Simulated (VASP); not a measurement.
# MnO (R-3m) in VASP: relaxation of shape and atoms at fixed volume with PBE

Aim: the relaxation of shape and atoms at fixed volume of MnO with PBE.

Everything below comes from runs of VASP 6.6.1. Logs are shortened: lines on timing, memory, paths and dates and some standing lists are left out, and cuts for length are marked.

### Step 1. The cell of the first run

The structure is trigonal, space group R-3m (No. 166). Conventional cell: a = 3.144 Å, b = 3.144 Å, c = 7.322 Å, α = 90.00°, β = 90.00°, γ = 120.00°. Mn (site symmetry -3m) has 6 O at 2.19 Å within 2.9 Å. O (site symmetry -3m) has 6 Mn at 2.19 Å within 2.9 Å.

### Step 2. Relaxation of shape and atoms at fixed volume, PBE, collinear spin, antiferromagnetic start (10.45 Å³/atom)

Contents of INCAR:

```
SYSTEM = MnO
ALGO = Normal
EDIFF = 1E-6
EDIFFG = -0.01
ENCUT = 600
GGA = PE
IBRION = 2
ISIF = 4
ISMEAR = 0
ISPIN = 2
LASPH = .TRUE.
LCHARG = .FALSE.
LMAXMIX = 4
LORBIT = 11
LREAL = .FALSE.
LWAVE = .FALSE.
MAGMOM = 4.42 -4.42 0 0
NELM = 150
NSW = 60
PREC = Accurate
SIGMA = 0.05
```

Contents of KPOINTS:

```
k-points
0
G
  8 8 8
  0 0 0
```

Contents of POSCAR:

```
MnO
1.0
    1.5721354576     -0.9076728264      4.8814267962
    0.0000000000      1.8153456625      4.8814267944
   -1.5721354576     -0.9076728264      4.8814267962
Mn O
2 2
Direct
    0.5000000000      0.5000000000     -0.5000000000
    1.0000000000      1.0000000000      0.0000000000
    0.2499995658      0.2499995658      0.2499995658
    0.7500004342      0.7500004342      0.7500004342
```

Potentials or basis: VASP PAW PBE potentials, release 64 (Mn_pv, O).

Launch:

```sh
$ cat potpaw_PBE.64/Mn_pv/POTCAR potpaw_PBE.64/O/POTCAR > POTCAR
$ mpirun -np 1 vasp_std > vasp.out
```

OUTCAR:

```text
SYSTEM = MnO
   EDIFF = 1E-6
   EDIFFG = -0.01
   ENCUT = 600
   GGA = PE
   IBRION = 2
   ISIF = 4
   ISMEAR = 0
   ISPIN = 2
   LASPH = .TRUE.
   LORBIT = 11
   LREAL = .FALSE.
   NELM = 150
   NSW = 60
   PREC = Accurate

 ion  position               nearest neighbor table
   1  0.500  0.500  0.500-   3 2.19   4 2.19   4 2.19   3 2.19   3 2.19   4 2.19   2 3.04   2 3.04
                             2 3.04   2 3.04   2 3.04   2 3.04
   2  0.000  0.000  0.000-   4 2.19   3 2.19   4 2.19   3 2.19   4 2.19   3 2.19   1 3.04   1 3.04
                             1 3.04   1 3.04   1 3.04   1 3.04
   3  0.250  0.250  0.250-   1 2.19   1 2.19   1 2.19   2 2.19   2 2.19   2 2.19
   4  0.750  0.750  0.750-   1 2.19   1 2.19   1 2.19   2 2.19   2 2.19   2 2.19

  LATTYP: Found a trigonal (rhomboedric) cell.
 ALAT       =     5.2080521717
 COS(alpha) =     0.8177534696

  Lattice vectors:

 A1 = (   1.5721354576,  -0.9076728264,   4.8814267962)
 A2 = (   0.0000000000,   1.8153456625,   4.8814267944)
 A3 = (  -1.5721354576,  -0.9076728264,   4.8814267962)

Analysis of symmetry for initial positions (statically):
=====================================================================
 Subroutine PRICEL returns following result:

  LATTYP: Found a trigonal (rhomboedric) cell.
 ALAT       =     3.0418023856
 COS(alpha) =     0.4657458198
[... 12 lines left out ...]
 Subroutine GETGRP returns: Found 12 space group operations
 (whereof 12 operations were pure point group operations)
 out of a pool of 12 trial point group operations.

The static configuration has the point symmetry D_3d.

Analysis of symmetry for dynamics (positions and initial velocities):
=====================================================================
 Subroutine PRICEL returns following result:

  LATTYP: Found a trigonal (rhomboedric) cell.
 ALAT       =     3.0418023856
 COS(alpha) =     0.4657458198
[... 12 lines left out ...]
 Subroutine GETGRP returns: Found 12 space group operations
 (whereof 12 operations were pure point group operations)
 out of a pool of 12 trial point group operations.

The dynamic configuration has the point symmetry D_3d.

Analysis of structural, dynamic, and magnetic symmetry:
=====================================================================
 Subroutine PRICEL returns following result:

  LATTYP: Found a trigonal (rhomboedric) cell.
 ALAT       =     3.0418023856
 COS(alpha) =     0.4657458198
[... 12 lines left out ...]
 Subroutine GETGRP returns: Found 12 space group operations
 (whereof 12 operations were pure point group operations)
[... 118 lines left out ...]
   EFERMI_NEDOS =   21; number of points for ismear=-14 and -15
   IALGO  =     38    algorithm
   IMIX   =      4    mixing-type and parameters
     AMIX     =   0.40;   BMIX     =  1.00
     AMIX_MAG =   1.60;   BMIX_MAG =  1.00
  volume/ion in A,a.u.               =      10.45        70.51
  Fermi-wavevector in a.u.,A,eV,Ry     =   1.585977  2.997062 34.223053  2.515323
  Thomas-Fermi vector in A             =   2.685359
   LORBIT       =     11    0 simple, 1 ext, 2 COOP (PROOUT), +10 PAW based schemes
   GGA     = PE    functional components
   LHFCALC =     F    Hartree Fock is set to
   AEXX    =    0.0000 exact exchange contribution
   IVDW    =     0    specifies the selected vdW correction
   LEPSILON=     F    determine dielectric tensor
   LRPA    =     F    only Hartree local field effects (RPA)
 conjugate gradient relaxation of ions
 spin polarized calculation
 Gauss-broadening in eV      SIGMA  =   0.05
  energy-cutoff  :      600.00
  volume of cell :       41.79
 maximum number of plane-waves:      1423
 NGX is ok and might be reduce to    42
   NGX = 21   NGY = 21   NGZ = 21

--------------------------------------- Ionic step        1  -------------------------------------------

 number of electron      38.0000003 magnetization      -0.0000000

 Free energy of the ion-electron system (eV)
  ---------------------------------------------------
  ext. energy  EPLUGINS =         0.00000000
  ---------------------------------------------------
  free energy    TOTEN  =       -33.09613847 eV

  energy without entropy =      -33.09613847  energy(sigma->0) =      -33.09613847

------------------------ aborting loop because EDIFF is reached ----------------------------------------

  FORCE on cell =-STRESS in cart. coord.  units (eV):
  Direction    XX          YY          ZZ          XY          YZ          ZX
  --------------------------------------------------------------------------------------
  -------------------------------------------------------------------------------------
  Total        1.7832677      1.7832677      1.6480918     -0.0000000     -0.0000000      0.0000000
  in kB       68.3612205     68.3612205     63.1792770     -0.0000000     -0.0000000      0.0000000
  external PRESSURE =      66.6339060 kB  Pullay stress =       0.0000000 kB
[... 63 lines left out ...]
--------------------------------------- Ionic step        3  -------------------------------------------

 number of electron      37.9999999 magnetization      -0.0000000

 Free energy of the ion-electron system (eV)
  ---------------------------------------------------
  ext. energy  EPLUGINS =         0.00000000
  ---------------------------------------------------
  free energy    TOTEN  =       -33.09634304 eV

  energy without entropy =      -33.09634304  energy(sigma->0) =      -33.09634304

 E-fermi :   7.8488     XC(G=0): -12.1366

 val. band max:        7.5222102487   @ k =   0.5000   0.5000   0.5000
 cond. band min:       8.5142398117   @ k =   0.0000   0.0000   0.0000
 fundamental gap:      0.9920295630
 Fermi energy:         7.8487567291

 spin component 1

 k-point     1 :       0.0000    0.0000    0.0000
  band No.  band energies     occupation
      1     -42.2717      1.00000
      2     -42.1957      1.00000
      3     -42.1957      1.00000
      4     -37.6275      1.00000
      5     -37.5639      1.00000
      6     -37.5639      1.00000
[... 613 lines left out ...]
     22       9.8807      0.00000
     23       9.9813      0.00000

 [... further k-points ...]

 spin component 2

 k-point     1 :       0.0000    0.0000    0.0000
  band No.  band energies     occupation
      1     -42.2712      1.00000
      2     -42.1952      1.00000
      3     -42.1952      1.00000
      4     -37.6279      1.00000
      5     -37.5644      1.00000
      6     -37.5644      1.00000
[... 646 lines left out ...]
  FREE ENERGIE OF THE ION-ELECTRON SYSTEM (eV)
  ---------------------------------------------------
  free  energy   TOTEN  =       -33.0963430351 eV

  energy  without entropy=      -33.0963430351  energy(sigma->0) =      -33.09634304

 reached required accuracy - stopping structural energy minimisation

 total charge

# of ion       s       p       d       tot
------------------------------------------
    1        0.209   6.192   5.005  11.406
    2        0.209   6.192   5.005  11.406
    3        1.559   3.440   0.000   4.998
    4        1.559   3.440   0.000   4.998
--------------------------------------------------
tot          3.536  19.264  10.009  32.809

 magnetization (x)

# of ion       s       p       d       tot
------------------------------------------
    1        0.017   0.018   4.253   4.287
    2       -0.017  -0.018  -4.253  -4.287
    3        0.000   0.000   0.000   0.000
    4        0.000   0.000   0.000   0.000
--------------------------------------------------
tot          0.000   0.000   0.000   0.000
```

CONTCAR:

```text
MnO
   1.00000000000000
     1.5748562052947306   -0.9092436508226445    4.8645748978532914
    -0.0000000000000000    1.8184873113131472    4.8645748960504074
    -1.5748562052947306   -0.9092436508226445    4.8645748978532914
  Mn              O
     2     2
Direct
     0.5000000000000000    0.5000000000000000    0.5000000000000000
     0.0000000000000000    0.0000000000000000    0.0000000000000000
     0.2499995658000032    0.2499995658000032    0.2499995658000032
     0.7500004341999968    0.7500004341999968    0.7500004341999968

  0.00000000E+00  0.00000000E+00  0.00000000E+00
  0.00000000E+00  0.00000000E+00  0.00000000E+00
  0.00000000E+00  0.00000000E+00  0.00000000E+00
  0.00000000E+00  0.00000000E+00  0.00000000E+00
```

Run time: 4.8 min. Hardware: 1 thread of Intel Xeon Platinum 8559C (Emerald Rapids), shared host; peak memory 0.38 GiB.

What came out:

* Free energy: -33.0963 eV
* Energy gained by relaxing: 0.1 meV/atom
* Ionic steps: 3
* Pressure after relaxing: 6.6 GPa
* Band gap on the k mesh: 0.99 eV
* Net moment: 0.00 μB per cell
* Site moments: Mn +4.29, -4.29; O +0.00 μB
* Valence electrons inside the program's atomic spheres: Mn 11.41; O 5.00

Step by step:
| step | energy change (eV) | largest force (eV/Å) | pressure (GPa) | volume (Å³) |
| --- | --- | --- | --- | --- |
| 1 | 0.0000 | 0.0000 | 6.66 | 41.79 |
| 2 | -0.0001 | 0.0000 | 6.63 | 41.79 |
| 3 | -0.0002 | 0.0000 | 6.56 | 41.79 |

Final structure:
```
CELL_PARAMETERS angstrom
1.57486 -0.90924 4.86457
0.00000 1.81849 4.86457
-1.57486 -0.90924 4.86457
ATOMIC_POSITIONS crystal
Mn 0.50000 0.50000 0.50000
Mn 0.00000 0.00000 0.00000
O 0.25000 0.25000 0.25000
O 0.75000 0.75000 0.75000
```

Levels at points of the mesh, in eV from the valence-band top:
Spin up:
| k point | band 17 | band 18 | band 19 | band 20 | band 21 | band 22 |
| --- | --- | --- | --- | --- | --- | --- |
| (0.00, 0.00, 0.00) | -1.89 | -0.77 | -0.77 | 0.99 | 2.04 | 2.04 |
| (0.50, 0.00, 0.00) | -1.38 | -0.24 | -0.10 | 1.17 | 2.65 | 2.75 |
| (0.50, 0.50, 0.00) | -1.44 | -0.39 | -0.22 | 1.63 | 2.71 | 2.78 |
| (0.50, 0.50, 0.50) | -1.92 | 0.00 | 0.00 | 1.55 | 1.89 | 1.89 |
Spin down:
| k point | band 15 | band 16 | band 17 | band 18 | band 19 | band 20 | band 21 | band 22 | band 23 |
| --- | --- | --- | --- | --- | --- | --- | --- | --- | --- |
| (0.00, 0.00, 0.00) | -2.26 | -2.26 | -1.89 | -0.77 | -0.77 | 0.99 | 2.04 | 2.04 | 2.19 |
| (0.50, 0.00, 0.00) | -2.34 | -1.59 | -1.38 | -0.24 | -0.10 | 1.17 | 2.65 | 2.75 | 3.32 |
| (0.50, 0.50, 0.00) | -2.94 | -1.59 | -1.44 | -0.39 | -0.22 | 1.63 | 2.71 | 2.78 | 3.71 |
| (0.50, 0.50, 0.50) | -2.18 | -2.18 | -1.91 | 0.00 | 0.00 | 1.55 | 1.89 | 1.89 | 3.25 |

A k mesh can miss the band edges.
